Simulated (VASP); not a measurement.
# PbS (Galena) (Fm-3m) in VASP: notebook

Aim: see how the results for PbS (Galena) move with the level of theory and the settings. Levels: RPBE+D4, PBE exchange alone, BLYP+D4, LDA, RPBE. Tasks: relaxation of cell and atoms, single point.

All numbers are computed with VASP 6.6.1; they aren't measurements. Logs are shortened: lines on timing, memory, paths and dates and some standing lists are left out, and cuts for length are marked.

## (1) The cell of the first run

It takes space group Fm-3m (No. 225, cubic). The conventional cell has a = 5.931 Å, b = 5.931 Å, c = 5.931 Å, α = 90.00°, β = 90.00°, γ = 90.00°. Pb (site symmetry m-3m) has 6 S at 2.97 Å within 3.9 Å. Within 3.9 Å of S (site symmetry m-3m) lie 6 Pb at 2.97 Å.

## (2) Relaxation of cell and atoms, RPBE+D4

Input file INCAR:

```
SYSTEM = PbS
PREC     = Accurate       ! precision mode
ENCUT    = 600            ! plane-wave cutoff, eV
EDIFF    = 1E-6           ! SCF threshold, eV
ISMEAR   = -1             ! smearing method
SIGMA    = 0.05           ! smearing width, eV
LREAL    = .FALSE.        ! projectors in reciprocal space
LASPH    = .TRUE.         ! aspherical terms in the spheres
NELM     = 80             ! most SCF steps
ALGO     = Normal         ! electronic algorithm
ISIF     = 3              ! what is computed and relaxed
LWAVE    = .FALSE.        ! write WAVECAR
LCHARG   = .FALSE.        ! write CHGCAR
GGA      = RP             ! functional
IVDW     = 13             ! dispersion correction
IBRION   = 2              ! ionic algorithm
NSW      = 60             ! ionic steps
EDIFFG   = -0.01          ! ionic threshold
```

Input file KPOINTS:

```
Automatic mesh
0
G
  8 8 8
  0 0 0
```

Input file POSCAR:

```
PbS
1.0
    0.0000000000      2.9657500000      2.9657500000
    2.9657500000      0.0000000000      2.9657500000
    2.9657500000      2.9657500000      0.0000000000
Pb S
1 1
Direct
    0.0000000000      0.0000000000      0.0000000000
    0.5000000000      0.5000000000      0.5000000000
```

Potentials or basis: VASP PAW PBE potentials, release 64 (Pb_d, S).

Launch:

```bash
$ cat potpaw_PBE.64/Pb_d/POTCAR potpaw_PBE.64/S/POTCAR > POTCAR
$ mpirun -np 1 vasp_std > vasp.out
```

OUTCAR:

```text
SYSTEM = PbS
   PREC = Accurate
   ENCUT = 600
   EDIFF = 1E-6
   ISMEAR = -1
   LREAL = .FALSE.
   LASPH = .TRUE.
   NELM = 80
   ISIF = 3
   GGA = RP
   IVDW = 13
   IBRION = 2
   NSW = 60
   EDIFFG = -0.01

 ion  position               nearest neighbor table
   1  0.000  0.000  0.000-   2 2.97   2 2.97   2 2.97   2 2.97   2 2.97   2 2.97
   2  0.500  0.500  0.500-   1 2.97   1 2.97   1 2.97   1 2.97   1 2.97   1 2.97

  LATTYP: Found a face centered cubic cell.
 ALAT       =     5.9315000000

  Lattice vectors:

 A1 = (   0.0000000000,   2.9657500000,   2.9657500000)
 A2 = (   2.9657500000,   0.0000000000,   2.9657500000)
 A3 = (   2.9657500000,   2.9657500000,   0.0000000000)

Analysis of symmetry for initial positions (statically):
=====================================================================
 Subroutine PRICEL returns:
 Original cell was already a primitive cell.

 Routine SETGRP: Setting up the symmetry group for a
 face centered cubic supercell.

 Subroutine GETGRP returns: Found 48 space group operations
[... 9 lines left out ...]

 Routine SETGRP: Setting up the symmetry group for a
 face centered cubic supercell.

 Subroutine GETGRP returns: Found 48 space group operations
[... 11 lines left out ...]
                                     Primitive cell

  volume of cell :      52.1715

  direct lattice vectors                    reciprocal lattice vectors
     0.000000000  2.965750000  2.965750000    -0.168591419  0.168591419  0.168591419
     2.965750000  0.000000000  2.965750000     0.168591419 -0.168591419  0.168591419
     2.965750000  2.965750000  0.000000000     0.168591419  0.168591419 -0.168591419

  length of vectors
     4.194203873  4.194203873  4.194203873     0.292008903  0.292008903  0.292008903

  position of ions in fractional coordinates (direct lattice)
     0.000000000  0.000000000  0.000000000
     0.500000000  0.500000000  0.500000000

  ion indices of the primitive-cell ions
   primitive index   ion index
                 1           1
                 2           2

----------------------------------------------------------------------------------------

 KPOINTS: Automatic mesh

Automatic generation of k-mesh.
 Grid dimensions read from file:
 generate k-points for:    8    8    8

 Generating k-lattice:

  Cartesian coordinates                     Fractional coordinates (reciprocal lattice)
    -0.021073927  0.021073927  0.021073927     0.125000000  0.000000000  0.000000000
     0.021073927 -0.021073927  0.021073927     0.000000000  0.125000000  0.000000000
     0.021073927  0.021073927 -0.021073927     0.000000000  0.000000000  0.125000000

  Length of vectors
     0.036501113  0.036501113  0.036501113

  Shift w.r.t. Gamma in fractional coordinates (k-lattice)
     0.000000000  0.000000000  0.000000000

 Subroutine IBZKPT returns following result:
 ===========================================

 Found     29 irreducible k-points:

 Following reciprocal coordinates:
            Coordinates               Weight
  0.000000  0.000000  0.000000      1.000000
  0.125000  0.000000  0.000000      8.000000
  0.250000  0.000000  0.000000      8.000000
  0.375000  0.000000  0.000000      8.000000
  0.500000  0.000000  0.000000      4.000000
  0.125000  0.125000  0.000000      6.000000
[... 16 lines left out ...]
  0.500000  0.250000  0.125000     48.000000
 -0.375000  0.250000  0.125000     24.000000
 [... further k-points ...]
   k-points           NKPTS =     29   k-points in BZ     NKDIM =     29   number of bands    NBANDS=     14
   number of dos      NEDOS =    301   number of ions     NIONS =      2
   total plane-waves  NPLWV =  46656
   dimension x,y,z NGX =    36 NGY =   36 NGZ =   36
   dimension x,y,z NGXF=    72 NGYF=   72 NGZF=   72
   ions per type =               1   1
   NGX,Y,Z   is equivalent  to a cutoff of  14.27, 14.27, 14.27 a.u.
   NGXF,Y,Z  is equivalent  to a cutoff of  28.54, 28.54, 28.54 a.u.
 SYSTEM =  PbS
   PREC   = accura    normal or accurate (medium, high low for compatibility)
[... 32 lines left out ...]
   LORBIT       =      0    0 simple, 1 ext, 2 COOP (PROOUT), +10 PAW based schemes
   GGA     = RP    functional components
   LHFCALC =     F    Hartree Fock is set to
   AEXX    =    0.0000 exact exchange contribution
   IVDW    =    13    specifies the selected vdW correction
   LEPSILON=     F    determine dielectric tensor
   LRPA    =     F    only Hartree local field effects (RPA)
 conjugate gradient relaxation of ions
 non-spin polarized calculation
  energy-cutoff  :      600.00
  volume of cell :       52.17
 maximum number of plane-waves:      1807
 NGX is ok and might be reduce to    36
   NGX = 17   NGY = 17   NGZ = 17

--------------------------------------- Ionic step        1  -------------------------------------------

 number of electron      20.0000002 magnetization

 Free energy of the ion-electron system (eV)
  ---------------------------------------------------
  ext. energy  EPLUGINS =         0.00000000
  ---------------------------------------------------
  free energy    TOTEN  =        -8.06045298 eV

  energy without entropy =       -8.06036651  energy(sigma->0) =       -8.06040974

------------------------ aborting loop because EDIFF is reached ----------------------------------------

  DFT-D4 for vdW energy calculation

  Edisp (eV):   -1.42521

  FORCE on cell =-STRESS in cart. coord.  units (eV):
  Direction    XX          YY          ZZ          XY          YZ          ZX
  --------------------------------------------------------------------------------------
  -------------------------------------------------------------------------------------
  Total       0.08313     0.08313     0.08313     0.00000    -0.00000     0.00000
  in kB       2.55291     2.55291     2.55291     0.00000    -0.00000     0.00000
  external pressure =        2.55 kB  Pullay stress =        0.00 kB
[... 61 lines left out ...]
  energy  without entropy=       -9.4857589141  energy(sigma->0) =       -9.48579485

--------------------------------------- Ionic step        3  -------------------------------------------

 number of electron      20.0000002 magnetization

 Free energy of the ion-electron system (eV)
  ---------------------------------------------------
  ext. energy  EPLUGINS =         0.00000000
  ---------------------------------------------------
  free energy    TOTEN  =        -8.06645486 eV

  energy without entropy =       -8.06637980  energy(sigma->0) =       -8.06641733

 E-fermi :   6.1207     XC(G=0):  -9.4936

 val. band max:        5.8814754999   @ k =   0.5000   0.0000   0.0000
 cond. band min:       6.3598283923   @ k =   0.5000   0.0000   0.0000
 fundamental gap:      0.4783528924
 Fermi energy:         6.1206564108

 k-point     1 :       0.0000    0.0000    0.0000
  band No.  band energies     occupation
      1     -11.0053      2.00000
      2     -11.0053      2.00000
      3     -11.0053      2.00000
      4     -10.9841      2.00000
      5     -10.9841      2.00000
      6      -7.6639      2.00000
      7      -0.1223      2.00000
      8       3.7237      2.00000
      9       3.7237      2.00000
     10       3.7237      2.00000
     11      11.1423      0.00000
     12      11.1423      0.00000
     13      11.1423      0.00000
     14      12.6686      0.00000
[... 375 lines left out ...]
 k-point    24 :      -0.3750    0.2500    0.1250
  band No.  band energies     occupation
      1     -11.0510      2.00000
      2     -11.0030      2.00000
      3     -10.9883      2.00000
      4     -10.9768      2.00000
      5     -10.9564      2.00000
      6      -6.2268      2.00000
      7      -2.5405      2.00000
      8       2.4908      2.00000
      9       2.9076      2.00000
     10       4.8959      2.00000
     11       7.5225      0.00000
     12       9.3362      0.00000
     13       9.9541      0.00000
     14      13.9747      0.00000

 [... further k-points ...]

------------------------ aborting loop because EDIFF is reached ----------------------------------------

  DFT-D4 for vdW energy calculation

  Edisp (eV):   -1.41939

  FORCE on cell =-STRESS in cart. coord.  units (eV):
  Direction    XX          YY          ZZ          XY          YZ          ZX
  --------------------------------------------------------------------------------------
  -------------------------------------------------------------------------------------
  Total      -0.00040    -0.00040    -0.00040     0.00000    -0.00000     0.00000
  in kB      -0.01229    -0.01229    -0.01229     0.00000    -0.00000     0.00000
  external pressure =       -0.01 kB  Pullay stress =        0.00 kB
[... 17 lines left out ...]
  FREE ENERGIE OF THE ION-ELECTRON SYSTEM (eV)
  ---------------------------------------------------
  free  energy   TOTEN  =        -9.4858484150 eV

  energy  without entropy=       -9.4857733553  energy(sigma->0) =       -9.48581089

 reached required accuracy - stopping structural energy minimisation
```

Wall time 43 s (1 thread of Intel Xeon Platinum 8488C (Sapphire Rapids), shared host); peak memory 0.21 GiB.

Results:

- Free energy: -9.4858 eV
- Relaxed volume: 26.21 Å³/atom
- Relaxed cell: a = 4.201 Å, b = 4.201 Å, c = 4.201 Å, α = 60.00°, β = 60.00°, γ = 60.00°
- Space group after relaxing (to 0.05 Å): Fm-3m (No. 225)
- Energy gained by relaxing: 0.1 meV/atom
- Ionic steps: 3
- Pressure after relaxing: 0.0 GPa
- Band gap on the k mesh: 0.48 eV, direct
- Dispersion energy per atom: -0.710 eV

Step by step:
| step | energy change (eV) | largest force (eV/Å) | pressure (GPa) | volume (Å³) |
| --- | --- | --- | --- | --- |
| 1 | 0.0000 | 0.0000 | 0.26 | 52.17 |
| 2 | -0.0002 | 0.0000 | -0.08 | 52.49 |
| 3 | -0.0002 | 0.0000 | 0.00 | 52.41 |

Final structure:
```
Pb S
1.0
     0.00000    2.97029    2.97029
     2.97029    0.00000    2.97029
     2.97029    2.97029    0.00000
Pb S
1 1
Direct
  0.00000 0.00000 0.00000
  0.50000 0.50000 0.50000
```

Levels at points of the mesh, in eV from the valence-band top:
```csv
k point,band 6,band 7,band 8,band 9,band 10,band 11,band 12,band 13,band 14
"(0.00, 0.00, 0.00)",-13.55,-6.00,-2.16,-2.16,-2.16,5.26,5.26,5.26,6.79
"(0.50, 0.00, 0.00)",-12.33,-8.79,-1.77,-1.77,0.00,0.48,2.03,2.03,8.81
"(0.50, 0.50, 0.00)",-11.91,-7.16,-5.12,-3.40,-3.40,3.99,5.63,5.73,5.73
```

Caveat: the PAW data sets were made with another functional, which shifts forces and pressure a little; spin-orbit coupling is left out, which moves the levels of the heavy elements.

## (3) Relaxation of cell and atoms, PBE exchange alone

Input file INCAR:

```
SYSTEM = PbS
AGGAC = 0.0
ALDAC = 0.0
ALGO = Normal
EDIFF = 1E-7
EDIFFG = -0.01
ENCUT = 600
GGA = PE
IBRION = 2
ISIF = 3
ISMEAR = -1
LASPH = .TRUE.
LCHARG = .FALSE.
LREAL = .FALSE.
LWAVE = .FALSE.
NELM = 100
NSW = 60
PREC = Accurate
SIGMA = 0.05
```

Input file KPOINTS:

```
k-points
0
G
  8 8 8
  0 0 0
```

POSCAR is that of step 2.

Potentials or basis: VASP PAW PBE potentials, release 64 (Pb_d, S).

Launch:

```bash
$ cat potpaw_PBE.64/Pb_d/POTCAR potpaw_PBE.64/S/POTCAR > POTCAR
$ mpirun -np 1 vasp_std > vasp.out
```

Run time: 72 s. Hardware: 1 thread of Intel Xeon Platinum 8488C (Sapphire Rapids), shared host; peak memory 0.22 GiB.

It converged, with:

```yaml
Free_energy: -6.7609 eV
Relaxed_volume: 32.26 Å³/atom
Relaxed_cell: a = 4.502 Å, b = 4.502 Å, c = 4.502 Å, α = 60.00°, β = 60.00°, γ = 60.00°
Space_group_after_relaxing_to_0.05_Å: Fm-3m (No. 225)
Energy_gained_by_relaxing: 186.5 meV/atom
Ionic_steps: 4
Pressure_after_relaxing: 0.0 GPa
Band_gap_on_the_k_mesh: 0.98 eV, direct
```

The path:
```csv
step,energy change (eV),largest force (eV/Å),pressure (GPa),volume (Å³)
1,0.0000,0.0000,11.76,52.17
2,-0.3535,0.0000,-1.66,68.01
3,-0.3729,0.0000,0.10,64.27
4,-0.3729,0.0000,-0.04,64.53
```

Final structure:
```yaml
crystal:
  lattice:
    - [0.00000, 3.18351, 3.18351]
    - [3.18351, 0.00000, 3.18351]
    - [3.18351, 3.18351, 0.00000]
  atoms:
    - { symbol: Pb, position: [0.00000, 0.00000, 0.00000] }
    - { symbol: S, position: [0.50000, 0.50000, 0.50000] }
```

Levels at points of the mesh, in eV from the valence-band top:
| k point | band 6 | band 7 | band 8 | band 9 | band 10 | band 11 | band 12 | band 13 | band 14 |
| --- | --- | --- | --- | --- | --- | --- | --- | --- | --- |
| (0.00, 0.00, 0.00) | -11.81 | -6.34 | -1.12 | -1.12 | -1.12 | 4.59 | 4.59 | 4.59 | 7.43 |
| (0.50, 0.00, 0.00) | -11.03 | -7.82 | -0.84 | -0.84 | 0.00 | 0.98 | 2.37 | 2.37 | 8.78 |
| (0.50, 0.50, 0.00) | -10.85 | -6.98 | -3.39 | -2.07 | -2.07 | 4.94 | 4.94 | 4.97 | 5.04 |

Caveat: the volume moved by over 15 % at a fixed basis, so the end points are rough; spin-orbit coupling is left out, which moves the levels of the heavy elements; the volume moved by +24 % from the deposited cell, more than functionals usually miss. A k mesh can miss the band edges.

## (4) Single point, BLYP+D4

This run uses another cell than the first one, of 25.56 Å³/atom, 0.980 times its volume.

Input file INCAR:

```
  PREC = Accurate
  ENCUT = 520
  EDIFF = 1E-7
  ISMEAR = -1
  SIGMA = 0.05
  LREAL = F
  LASPH = T
  NELM = 100
  ALGO = Normal
  ISIF = 2
  LWAVE = F
  LCHARG = F
  GGA = B5
  ALDAX = 1.0
  AGGAX = 1.0
  AGGAC = 1.0
  ALDAC = 0.0
  IVDW = 13
  VDW_S6 = 1.0
  VDW_S8 = 2.34076671
  VDW_A1 = 0.44488865
  VDW_A2 = 4.0933009
  NBANDS = 17
```

Input file KPOINTS:

```
regular mesh
0
Gamma
  8 8 8
```

Input file POSCAR:

```
PbS
1.0
    0.0000000000      2.9458450378      2.9458450378
    2.9458450378      0.0000000000      2.9458450378
    2.9458450378      2.9458450378      0.0000000000
Pb S
1 1
Direct
    0.0000000000      0.0000000000      0.0000000000
    0.5000000000      0.5000000000      0.5000000000
```

Launch:

```bash
$ cat potpaw_PBE.64/Pb_d/POTCAR potpaw_PBE.64/S/POTCAR > POTCAR
$ mpirun -np 1 vasp_std > vasp.out
```

It took 26 s on 1 thread of Intel Xeon Platinum 8488C (Sapphire Rapids), shared host; peak memory 0.18 GiB.

Results (log left out):

| Quantity | Value |
| --- | --- |
| Free energy | -9.0595 eV |
| Pressure | 3.2 GPa |
| Band gap on the k mesh | 0.41 eV, direct |
| Dispersion energy per atom | -0.721 eV |

Levels at points of the mesh, in eV from the valence-band top:
```tsv
k point	band 8	band 9	band 10	band 11	band 12	band 13
(0.00, 0.00, 0.00)	-2.27	-2.27	-2.27	5.17	5.17	5.17
(0.50, 0.00, 0.00)	-1.84	-1.84	0.00	0.41	1.90	1.90
(0.50, 0.50, 0.00)	-5.29	-3.54	-3.54	4.07	5.64	5.68
```

Caveat: the PAW data sets were made with another functional, which shifts forces and pressure a little; spin-orbit coupling is left out, which moves the levels of the heavy elements. A k mesh can miss the band edges.

## (5) Single point, LDA

This run uses another cell than the first one, of 25.56 Å³/atom, 0.980 times its volume.

Input file INCAR:

```
SYSTEM = PbS
PREC     = Accurate       ! precision mode
ENCUT    = 520            ! plane-wave cutoff, eV
EDIFF    = 1E-6           ! SCF threshold, eV
ISMEAR   = -1             ! smearing method
SIGMA    = 0.05           ! smearing width, eV
LREAL    = .FALSE.        ! projectors in reciprocal space
LASPH    = .TRUE.         ! aspherical terms in the spheres
NELM     = 80             ! most SCF steps
ALGO     = Normal         ! electronic algorithm
ISIF     = 2              ! what is computed and relaxed
LWAVE    = .FALSE.        ! write WAVECAR
LCHARG   = .FALSE.        ! write CHGCAR
NBANDS   = 17             ! bands
```

Input file KPOINTS:

```
regular mesh
0
G
  8 8 8
  0 0 0
```

POSCAR is that of step 4.

Potentials or basis: VASP PAW LDA potentials, release 64 (Pb_d, S).

Launch:

```bash
$ cat potpaw_LDA.64/Pb_d/POTCAR potpaw_LDA.64/S/POTCAR > POTCAR
$ mpirun -np 1 vasp_std > vasp.out
```

Wall time 16 s (1 thread of Intel Xeon Platinum 8488C (Sapphire Rapids), shared host); peak memory 0.16 GiB.

The run converged. Its results:

```yaml
Free_energy: -9.9949 eV
Pressure: -1.4 GPa
Band_gap_on_the_k_mesh: 0.13 eV, direct
```

Levels at points of the mesh, in eV from the valence-band top:
| k point | band 7 | band 8 | band 9 | band 10 | band 11 | band 12 | band 13 | band 14 |
| --- | --- | --- | --- | --- | --- | --- | --- | --- |
| (0.00, 0.00, 0.00) | -6.07 | -2.29 | -2.29 | -2.29 | 5.11 | 5.11 | 5.11 | 6.57 |
| (0.50, 0.00, 0.00) | -9.08 | -1.87 | -1.87 | 0.00 | 0.13 | 1.76 | 1.76 | 8.48 |
| (0.50, 0.50, 0.00) | -7.34 | -5.46 | -3.62 | -3.62 | 3.61 | 5.51 | 5.61 | 5.61 |

Caveat: spin-orbit coupling is left out, which moves the levels of the heavy elements.

## (6) Single point, RPBE

This run uses another cell than the first one, of 26.61 Å³/atom, 1.020 times its volume.

Input file INCAR:

```
PREC = Accurate
ENCUT = 520
EDIFF = 1E-6
ISMEAR = -1
SIGMA = 0.05
LREAL = False
LASPH = True
NELM = 100
ALGO = Normal
ISIF = 2
LWAVE = False
LCHARG = False
GGA = RP
NBANDS = 17
```

Input file KPOINTS:

```
regular mesh
0
Gamma
  8 8 8
```

Input file POSCAR:

```
PbS
1.0
    0.0000000000      2.9853913009      2.9853913009
    2.9853913009      0.0000000000      2.9853913009
    2.9853913009      2.9853913009      0.0000000000
Pb S
1 1
Direct
    0.0000000000      0.0000000000      0.0000000000
    0.5000000000      0.5000000000      0.5000000000
```

Potentials or basis: VASP PAW PBE potentials, release 64 (Pb_d, S).

Launch:

```bash
$ cat potpaw_PBE.64/Pb_d/POTCAR potpaw_PBE.64/S/POTCAR > POTCAR
$ mpirun -np 1 vasp_std > vasp.out
```

Wall time 20 s (1 thread of Intel Xeon Platinum 8488C (Sapphire Rapids), shared host); peak memory 0.18 GiB.

The run converged. Its results:

```yaml
Free_energy: -8.0832 eV
Pressure: 2.9 GPa
Band_gap_on_the_k_mesh: 0.53 eV, direct
```

Levels at points of the mesh, in eV from the valence-band top:
```
           k point  band 6  band 7  band 8  band 9  band 10  band 11  band 12  band 13  band 14  band 15
(0.00, 0.00, 0.00)  -13.39   -6.02   -2.07   -2.07    -2.07     5.23     5.23     5.23     6.84     6.84
(0.50, 0.00, 0.00)  -12.21   -8.68   -1.69   -1.69     0.00     0.53     2.08     2.08     8.81    10.17
(0.50, 0.50, 0.00)  -11.82   -7.12   -4.97   -3.29    -3.29     4.07     5.60     5.68     5.68    11.14
```

Caveat: the PAW data sets were made with another functional, which shifts forces and pressure a little; spin-orbit coupling is left out, which moves the levels of the heavy elements. A k mesh can miss the band edges.

## (7) Summary

| task | level | potentials or basis | cell | cutoff (eV) | gap on the mesh (eV) | pressure (GPa) | relaxed volume (Å³/atom) |
| --- | --- | --- | --- | --- | --- | --- | --- |
| relaxation of cell and atoms | RPBE+D4 | VASP PAW PBE potentials, release 64 (Pb_d, S) | relaxed from a = 4.194 Å, angles 60.0°, 2 atoms | 600 | 0.48 | 0.0 | 26.21 |
| relaxation of cell and atoms | PBE exchange alone | VASP PAW PBE potentials, release 64 (Pb_d, S) | relaxed from a = 4.194 Å, angles 60.0°, 2 atoms | 600 | 0.98 | 0.0 | 32.26 |
| single point | BLYP+D4 | VASP PAW PBE potentials, release 64 (Pb_d, S) | a = 4.166 Å, angles 60.0°, 2 atoms | 520 | 0.41 | 3.2 | - |
| single point | LDA | VASP PAW LDA potentials, release 64 (Pb_d, S) | a = 4.166 Å, angles 60.0°, 2 atoms | 520 | 0.13 | -1.4 | - |
| single point | RPBE | VASP PAW PBE potentials, release 64 (Pb_d, S) | a = 4.222 Å, angles 60.0°, 2 atoms | 520 | 0.53 | 2.9 | - |

Alike in all rows: no spin polarisation; k mesh 8 × 8 × 8; smearing fermi-dirac 0.05 eV.

Caveats: spin-orbit coupling is left out, which moves the levels of the heavy elements; the PAW data sets were made with another functional, which shifts forces and pressure a little (some runs); the volume moved by over 15 % at a fixed basis, so the end points are rough (some runs); the volume moved by +24 % from the deposited cell, more than functionals usually miss (some runs).

Total energies depend on the potentials used, so only differences within one code and one set of settings carry meaning.
